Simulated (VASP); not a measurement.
# Bi in VASP: notebook

Bi is run at these levels: PBEsol; tasks: single point.

Program: VASP 6.6.1. These are calculated values, not measurements. Logs are shortened: lines on timing, memory, paths and dates and some standing lists are left out, and cuts for length are marked.

## Step 1: The cell of the first run

The typed cell holds 2 atoms: a = 3.246 Å, b = 3.165 Å, c = 5.812 Å, α = 90.00°, β = 90.00°, γ = 90.00°.

## Step 2: Single point, PBEsol

INCAR reads:

```
  ALGO = Normal
  EDIFF = 1E-6
  ENCUT = 520
  GGA = PS
  ISIF = 2
  ISMEAR = -1
  LASPH = True
  LCHARG = True
  LELF = True
  LREAL = False
  LVHAR = True
  LWAVE = False
  NBANDS = 22
  NELM = 100
  PREC = Accurate
  SIGMA = 0.05
```

KPOINTS reads:

```
k-points
0
Gamma
  8 8 4
```

POSCAR reads:

```
Bi
1.0
    3.2455950258      0.0000000000      0.0214109098
    0.0000000000      3.1650727707      0.0000000000
   -0.0380296868      0.0000000000      5.8119457857
Bi
2
Direct
    0.7104678199      0.0000000000      0.7500123150
    0.2895321801      0.0000000000      0.2499876850
```

Potentials or basis: VASP PAW PBE potentials, release 64 (Bi_d).

Started as:

```bash
$ cat potpaw_PBE.64/Bi_d/POTCAR > POTCAR
$ mpirun -np 1 vasp_std > vasp.out
```

OUTCAR:

```text
EDIFF = 1E-6
   ENCUT = 520
   GGA = PS
   ISIF = 2
   ISMEAR = -1
   LASPH = True
   LREAL = False
   NELM = 100
   PREC = Accurate

 ion  position               nearest neighbor table
   1  0.710  0.000  0.750-   2 3.21   2 3.21   2 3.46   2 3.46
   2  0.290  0.000  0.250-   1 3.21   1 3.21   1 3.46   1 3.46

  LATTYP: Found a simple monoclinic cell.
 ALAT       =     3.2456656480
 B/A-ratio  =     0.9751690759
 C/A-ratio  =     1.7907174786
 COS(beta)  =    -0.0000535455

  Lattice vectors:

 A1 = (   3.2455950258,   0.0000000000,   0.0214109098)
 A2 = (   0.0000000000,  -3.1650727707,   0.0000000000)
 A3 = (   0.0380296868,   0.0000000000,  -5.8119457857)

Analysis of symmetry for initial positions (statically):
=====================================================================
 Subroutine PRICEL returns:
 Original cell was already a primitive cell.

 Routine SETGRP: Setting up the symmetry group for a
 simple monoclinic supercell.

 Subroutine GETGRP returns: Found  4 space group operations
 (whereof  4 operations were pure point group operations)
 out of a pool of  4 trial point group operations.

The static configuration has the point symmetry C_2h.

Analysis of symmetry for dynamics (positions and initial velocities):
=====================================================================
 Subroutine PRICEL returns:
 Original cell was already a primitive cell.

 Routine SETGRP: Setting up the symmetry group for a
 simple monoclinic supercell.

 Subroutine GETGRP returns: Found  4 space group operations
 (whereof  4 operations were pure point group operations)
 out of a pool of  4 trial point group operations.

The dynamic configuration has the point symmetry C_2h.

 Subroutine INISYM returns: Found  4 space group operations
 (whereof  4 operations are pure point group operations),
 and found     1 'primitive' translations

----------------------------------------------------------------------------------------

                                     Primitive cell

  volume of cell :      59.7060

  direct lattice vectors                    reciprocal lattice vectors
     3.245595026  0.000000000  0.021410910     0.308096613  0.000000000  0.002015989
     0.000000000  3.165072771  0.000000000     0.000000000  0.315948502  0.000000000
    -0.038029687  0.000000000  5.811945786    -0.001135012  0.000000000  0.172051990

  length of vectors
     3.245665648  3.165072771  5.812070205     0.308103209  0.315948502  0.172055733

  position of ions in fractional coordinates (direct lattice)
     0.710467820  0.000000000  0.750012315
     0.289532180  0.000000000  0.249987685

  ion indices of the primitive-cell ions
   primitive index   ion index
                 1           1
                 2           2

----------------------------------------------------------------------------------------

 KPOINTS: k-points

Automatic generation of k-mesh.
 Grid dimensions read from file:
 generate k-points for:    8    8    4

 Generating k-lattice:

  Cartesian coordinates                     Fractional coordinates (reciprocal lattice)
     0.038512077  0.000000000  0.000251999     0.125000000  0.000000000  0.000000000
     0.000000000  0.039493563  0.000000000     0.000000000  0.125000000  0.000000000
    -0.000283753  0.000000000  0.043012997     0.000000000  0.000000000  0.250000000

  Length of vectors
     0.038512901  0.039493563  0.043013933

  Shift w.r.t. Gamma in fractional coordinates (k-lattice)
     0.000000000  0.000000000  0.000000000

 Subroutine IBZKPT returns following result:
 ===========================================

 Found     90 irreducible k-points:

 Following reciprocal coordinates:
            Coordinates               Weight
  0.000000  0.000000  0.000000      1.000000
  0.125000  0.000000 -0.000000      2.000000
  0.250000  0.000000 -0.000000      2.000000
  0.375000  0.000000  0.000000      2.000000
  0.500000  0.000000 -0.000000      1.000000
  0.000000  0.125000  0.000000      2.000000
[... 16 lines left out ...]
  0.250000  0.500000 -0.000000      2.000000
  0.375000  0.500000  0.000000      2.000000
 [... further k-points ...]
   k-points           NKPTS =     90   k-points in BZ     NKDIM =     90   number of bands    NBANDS=     22
   number of dos      NEDOS =    301   number of ions     NIONS =      2
   total plane-waves  NPLWV =  27648
   dimension x,y,z NGX =    24 NGY =   24 NGZ =   48
   dimension x,y,z NGXF=    48 NGYF=   48 NGZF=   96
   ions per type =               2
   NGX,Y,Z   is equivalent  to a cutoff of  12.29, 12.61, 13.73 a.u.
   NGXF,Y,Z  is equivalent  to a cutoff of  24.59, 25.21, 27.46 a.u.
 SYSTEM =  unknown system
   PREC   = accura    normal or accurate (medium, high low for compatibility)
   ISTART =      0    job   : 0-new  1-cont  2-samecut
   ICHARG =      2    charge: 1-file 2-atom 10-const
   ISPIN  =      1    spin polarized calculation?
   LNONCOLLINEAR =      F non collinear calculations
   LSORBIT =      F    spin-orbit coupling
   LASPH  =      T    aspherical Exc in radial PAW
   ENCUT  =  520.0 eV  38.22 Ry    6.18 a.u.   6.03  5.88 10.81*2*pi/ulx,y,z
   NELM   =    100;   NELMIN=  2; NELMDL= -5     # of ELM steps
   EDIFF  = 0.1E-05   stopping-criterion for ELM
   LREAL  =      F    real-space projection
   EDIFFG = 0.1E-04   stopping-criterion for IOM
   NSW    =      0    number of steps for IOM
   IBRION =     -1    ionic relax: 0-MD 1-quasi-New 2-CG
   NFREE  =      0    steps in history (QN), initial steepest desc. (CG)
   ISIF   =      2    stress and relaxation
   ISYM   =      2    0-nonsym 1-usesym 2-fastsym
   POTIM  = 0.5000    time-step for ionic-motion
   TEBEG  =    0.0;   TEEND  =   0.0 temperature during run
   PSTRESS=    0.0 pullay stress
   NELECT =      30.0000    total number of electrons
   NUPDOWN=      -1.0000    fix difference up-down
   EMIN   =  10.00;   EMAX   =-10.00  energy-range for DOS
   EFERMI =   0.00;   METHOD = LEGACY
   ISMEAR =    -1;   SIGMA  =   0.05  broadening in eV -4-tet -1-fermi 0-gaus
   EFERMI_NEDOS =   21; number of points for ismear=-14 and -15
   IALGO  =     38    algorithm
   IMIX   =      4    mixing-type and parameters
     AMIX     =   0.40;   BMIX     =  1.00
     AMIX_MAG =   1.60;   BMIX_MAG =  1.00
  volume/ion in A,a.u.               =      29.85       201.46
  Fermi-wavevector in a.u.,A,eV,Ry     =   1.301495  2.459469 23.046759  1.693889
  Thomas-Fermi vector in A             =   2.432625
   LORBIT       =      0    0 simple, 1 ext, 2 COOP (PROOUT), +10 PAW based schemes
   GGA     = PS    functional components
   LHFCALC =     F    Hartree Fock is set to
   AEXX    =    0.0000 exact exchange contribution
   IVDW    =     0    specifies the selected vdW correction
   LEPSILON=     F    determine dielectric tensor
   LRPA    =     F    only Hartree local field effects (RPA)
 non-spin polarized calculation
  energy-cutoff  :      520.00
  volume of cell :       59.71
 maximum number of plane-waves:      1636
   NGX = 13   NGY = 11   NGZ = 21

 number of electron      30.0000006 magnetization

 Free energy of the ion-electron system (eV)
  ---------------------------------------------------
  ext. energy  EPLUGINS =         0.00000000
  ---------------------------------------------------
  free energy    TOTEN  =        -8.48205281 eV

  energy without entropy =       -8.47514362  energy(sigma->0) =       -8.47859822

 E-fermi :   8.3504     XC(G=0): -10.5638

 val. band max:        8.3403868145   @ k =   0.5000   0.2500   0.2500
 cond. band min:       8.4126916027   @ k =   0.1250   0.0000  -0.0000
 fundamental gap:      0.0723047882
 Fermi energy:         8.3503592441

 k-point     1 :       0.0000    0.0000    0.0000
  band No.  band energies     occupation
      1     -14.9036      2.00000
      2     -14.8712      2.00000
      3     -14.7458      2.00000
      4     -14.6704      2.00000
      5     -14.6544      2.00000
      6     -14.5858      2.00000
[... 14 lines left out ...]
     21      17.4670      0.00000
     22      17.8116      0.00000

 k-point     2 :       0.1250    0.0000   -0.0000
  band No.  band energies     occupation
      1     -14.8885      2.00000
      2     -14.8351      2.00000
      3     -14.7157      2.00000
      4     -14.6782      2.00000
      5     -14.6469      2.00000
      6     -14.5815      2.00000
[... 14 lines left out ...]
     21      17.1178      0.00000
     22      18.1986      0.00000

 k-point     3 :       0.2500    0.0000   -0.0000
  band No.  band energies     occupation
      1     -14.8573      2.00000
      2     -14.7695      2.00000
      3     -14.6940      2.00000
      4     -14.6442      2.00000
      5     -14.6004      2.00000
      6     -14.5701      2.00000
[... 14 lines left out ...]
     21      18.7197      0.00000
     22      19.0926      0.00000

 k-point     4 :       0.3750    0.0000    0.0000
  band No.  band energies     occupation
      1     -14.8271      2.00000
      2     -14.7480      2.00000
      3     -14.7000      2.00000
      4     -14.6265      2.00000
      5     -14.5634      2.00000
      6     -14.5624      2.00000
[... 14 lines left out ...]
     21      19.4221      0.00000
     22      19.4393      0.00000

 k-point     5 :       0.5000    0.0000   -0.0000
  band No.  band energies     occupation
      1     -14.8126      2.00000
      2     -14.7494      2.00000
      3     -14.6827      2.00000
      4     -14.6751      2.00000
      5     -14.5721      2.00000
      6     -14.5720      2.00000
[... 14 lines left out ...]
     21      18.8764      0.00000
     22      20.4408      0.00000

 k-point     6 :       0.0000    0.1250    0.0000
  band No.  band energies     occupation
      1     -14.8541      2.00000
      2     -14.8450      2.00000
      3     -14.7436      2.00000
      4     -14.6685      2.00000
      5     -14.6226      2.00000
      6     -14.6073      2.00000
[... 14 lines left out ...]
     21      17.3595      0.00000
     22      17.9954      0.00000

 k-point     7 :       0.1250    0.1250   -0.0000
  band No.  band energies     occupation
      1     -14.8386      2.00000
      2     -14.8041      2.00000
      3     -14.7126      2.00000
      4     -14.6762      2.00000
      5     -14.6207      2.00000
      6     -14.6028      2.00000
[... 324 lines left out ...]
      6     -14.6070      2.00000
[... 14 lines left out ...]
     21      14.4547      0.00000
     22      14.7822      0.00000

 k-point    21 :       0.0000    0.5000    0.0000
  band No.  band energies     occupation
      1     -14.7731      2.00000
      2     -14.7311      2.00000
      3     -14.7307      2.00000
      4     -14.6570      2.00000
      5     -14.6108      2.00000
      6     -14.5904      2.00000
[... 14 lines left out ...]
     21      18.1292      0.00000
     22      18.8055      0.00000

 k-point    22 :       0.1250    0.5000   -0.0000
  band No.  band energies     occupation
      1     -14.7309      2.00000
      2     -14.7245      2.00000
      3     -14.6982      2.00000
      4     -14.6644      2.00000
      5     -14.6265      2.00000
      6     -14.6039      2.00000
[... 14 lines left out ...]
     21      17.8874      0.00000
     22      18.7550      0.00000

 k-point    23 :       0.2500    0.5000   -0.0000
  band No.  band energies     occupation
      1     -14.7082      2.00000
      2     -14.6791      2.00000
      3     -14.6636      2.00000
      4     -14.6544      2.00000
      5     -14.6470      2.00000
      6     -14.6094      2.00000
[... 14 lines left out ...]
     21      15.6948      0.00000
     22      17.5971      0.00000

 k-point    24 :       0.3750    0.5000    0.0000
  band No.  band energies     occupation
      1     -14.6993      2.00000
      2     -14.6905      2.00000
      3     -14.6882      2.00000
      4     -14.6841      2.00000
      5     -14.6120      2.00000
      6     -14.6116      2.00000
[... 14 lines left out ...]
     21      13.6668      0.00000
     22      15.4804      0.00000

 [... further k-points ...]

------------------------ aborting loop because EDIFF is reached ----------------------------------------

  FORCE on cell =-STRESS in cart. coord.  units (eV):
  Direction    XX          YY          ZZ          XY          YZ          ZX
  --------------------------------------------------------------------------------------
  -------------------------------------------------------------------------------------
  Total        1.8158932      1.8417510      1.8219502      0.0000000      0.0000000     -0.0007297
  in kB       48.7284450     49.4223251     48.8909816      0.0000000      0.0000000     -0.0195822
  external PRESSURE =      49.0139172 kB  Pullay stress =       0.0000000 kB

 VOLUME and BASIS-vectors are now :
 -----------------------------------------------------------------------------
  energy-cutoff  :      520.00
  volume of cell :       59.71
      direct lattice vectors                 reciprocal lattice vectors
     3.245595026  0.000000000  0.021410910     0.308096613  0.000000000  0.002015989
     0.000000000  3.165072771  0.000000000     0.000000000  0.315948502  0.000000000
    -0.038029687  0.000000000  5.811945786    -0.001135012  0.000000000  0.172051990

 POSITION                                       TOTAL-FORCE (eV/Angst)
 -----------------------------------------------------------------------------------
      2.27737      0.00000      4.37424         0.002717      0.000000     -0.000663
      0.93020      0.00000      1.45911        -0.002717      0.000000      0.000663
 -----------------------------------------------------------------------------------
    total drift:                                0.000000      0.000000     -0.000000

  FREE ENERGIE OF THE ION-ELECTRON SYSTEM (eV)
  ---------------------------------------------------
  free  energy   TOTEN  =        -8.4820528147 eV

  energy  without entropy=       -8.4751436194  energy(sigma->0) =       -8.47859822
```

Run time: 99 s. Hardware: 1 thread of AMD EPYC 7R13, shared host; peak memory 0.2 GiB.

Results:

* Free energy: -8.4821 eV
* Pressure: 4.9 GPa
* Band gap on the k mesh: zero (bands 15 and 16 overlap by 6.20 eV)

Forces in eV/Å, atoms in the order of the input:
```
Bi   0.003  0.000 -0.001
Bi  -0.003  0.000  0.001
```

Levels at points of the mesh, in eV from the Fermi level:
```csv
k point,band 13,band 14,band 15,band 16,band 17,band 18
"(0.00, 0.00, 0.00)",-5.81,2.10,2.85,4.62,4.64,5.78
"(0.50, 0.00, 0.00)",-4.62,-3.97,-2.47,-1.00,5.63,6.42
"(0.00, 0.50, 0.00)",-5.94,-3.81,-3.19,2.43,4.17,6.88
"(0.50, 0.50, 0.00)",-3.35,-2.70,-2.57,-1.95,-0.42,1.24
"(0.00, 0.00, 0.50)",-1.52,-1.52,3.22,3.22,4.01,4.01
"(0.50, 0.00, 0.50)",-5.68,-5.68,1.28,1.28,5.70,5.70
"(0.00, 0.50, 0.50)",-4.88,-4.88,0.66,0.66,5.37,5.37
"(0.50, 0.50, 0.50)",-3.69,-3.69,-2.98,-2.98,2.60,2.60
```

Caveat: the cell stands under pressure; the PAW data sets were made with another functional, which shifts forces and pressure a little; spin-orbit coupling is left out, which moves the levels of the heavy elements.

## Step 3: Single point, PBEsol

This run uses another cell than the first one, of 31.28 Å³/atom.

INCAR reads:

```
ALGO = Fast ; EDIFF = 1E-6
ENCUT = 520 ; GGA = PS
ISIF = 2 ; ISMEAR = -1
LASPH = T ; LCHARG = F
LREAL = F ; LWAVE = F
NBANDS = 22 ; NELM = 80
PREC = Accurate ; SIGMA = 0.05
```

KPOINTS is that of step 2.

POSCAR reads:

```
Bi
1.0
    3.2831080039      0.0000000000      0.0214200218
    0.0000000000      3.2118578803      0.0000000000
   -0.0389435355      0.0000000000      5.9324064885
Bi
2
Direct
    0.6901378559      0.0000000000      0.7500022372
    0.3098621441      0.0000000000      0.2499977628
```

Potentials or basis: VASP PAW PBE potentials, release 64 (Bi_d).

Started as:

```bash
$ cat potpaw_PBE.64/Bi_d/POTCAR > POTCAR
$ mpirun -np 1 vasp_std > vasp.out
```

Run time: 2.1 min. Hardware: 1 thread of AMD EPYC 7R13, shared host; peak memory 0.2 GiB.

It converged, with:

```
Free energy            : -8.5455 eV
Pressure               : 1.9 GPa
Band gap on the k mesh : zero (bands 15 and 16 overlap by 5.98 eV)
```

Levels at points of the mesh, in eV from the Fermi level:
| k point | band 13 | band 14 | band 15 | band 16 | band 17 | band 18 |
| --- | --- | --- | --- | --- | --- | --- |
| (0.00, 0.00, 0.00) | -5.49 | 2.33 | 2.82 | 4.18 | 4.42 | 5.50 |
| (0.50, 0.00, 0.00) | -4.57 | -3.64 | -2.58 | -0.43 | 5.27 | 6.34 |
| (0.00, 0.50, 0.00) | -5.59 | -3.59 | -3.02 | 2.55 | 4.28 | 6.29 |
| (0.50, 0.50, 0.00) | -3.24 | -2.63 | -2.33 | -1.74 | -0.68 | 1.73 |
| (0.00, 0.00, 0.50) | -1.49 | -1.49 | 3.22 | 3.22 | 3.89 | 3.89 |
| (0.50, 0.00, 0.50) | -5.28 | -5.28 | 1.18 | 1.18 | 5.62 | 5.63 |
| (0.00, 0.50, 0.50) | -4.59 | -4.59 | 0.55 | 0.55 | 5.21 | 5.22 |
| (0.50, 0.50, 0.50) | -3.38 | -3.38 | -2.77 | -2.77 | 2.78 | 2.78 |

Caveat: the PAW data sets were made with another functional, which shifts forces and pressure a little; spin-orbit coupling is left out, which moves the levels of the heavy elements.

The gap in the log of VASP goes by the Fermi energy; the results here count the filled bands.